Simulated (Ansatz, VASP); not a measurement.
**One calculation of Zr, two programs**

File INCAR:

```
SYSTEM = Zr
PREC     = Accurate       ! precision mode
ENCUT    = 520            ! plane-wave cutoff, eV
EDIFF    = 1E-6           ! SCF threshold, eV
ISMEAR   = 0              ! smearing method
SIGMA    = 0.15           ! smearing width, eV
LREAL    = .False.        ! projectors in reciprocal space
LASPH    = .True.         ! aspherical terms in the spheres
NELM     = 100            ! most SCF steps
ALGO     = Fast           ! electronic algorithm
ISIF     = 2              ! what is computed and relaxed
LWAVE    = .False.        ! write WAVECAR
LCHARG   = .True.         ! write CHGCAR
GGA      = PE             ! functional
LELF     = .True.         ! ELF
LVHAR    = .True.       
NBANDS   = 12             ! bands
```

KPOINTS

```
Automatic mesh
0
Gamma
  18 18 18
  0 0 0
```

Contents of POSCAR:

```
Zr
1.0
   -1.6770951037      1.8558232013      1.8289246226
    1.6770951037     -1.8558232013      1.8289246226
    1.6770951037      1.8558232013     -1.8289246226
Zr
1
Direct
    0.0000000000      0.0000000000      0.0000000000
```

Input for Ansatz:

```yaml
crystal:
  lattice:
    - [-1.6770951037, 1.8558232013, 1.8289246226]
    - [1.6770951037, -1.8558232013, 1.8289246226]
    - [1.6770951037, 1.8558232013, -1.8289246226]
  atoms:
    - { symbol: Zr, position: [0.0, 0.0, 0.0] }
basis:
  ecutwfc: 420
kpoints:
  mp_grid: { grid: [18, 18, 18] }
hamiltonian:
  xc: pbe
scf:
  occupations: { method: gaussian, width: 0.15 }
output:
  forces: true
  stress: true
  eigenvalues: true
```

Change from the starting cell: strain +e along x and -e along y -0.0500, strain +e along z and -e/2 along x and y +0.0233.

Alike in both runs: task single point; functional PBE; k mesh 18 × 18 × 18; occupations gaussian, width 0.15 eV; no spin polarisation.

|  | VASP | Ansatz |
| --- | --- | --- |
| version | VASP 6.6.1 | Ansatz 0.2.0 |
| potentials or method | VASP PAW PBE potentials, release 64 (Zr_sv), cutoff 520 eV | scalar-relativistic, plane waves, PAW |
| valence electrons in the cell | 12 | 12 |

```csv
,VASP,Ansatz,Ansatz less VASP
gap on the k mesh at the Fermi level (eV),none,none,-
pressure (GPa),0.5,0.5,-0.02
"traceless stress, the component that is largest in VASP (GPa)",-1.57,-1.57,+0.005
```

A gap of «none» marks a metal or a gap that the smearing closes. With one functional, cell and mesh, what is left measures potentials, basis and numerics.
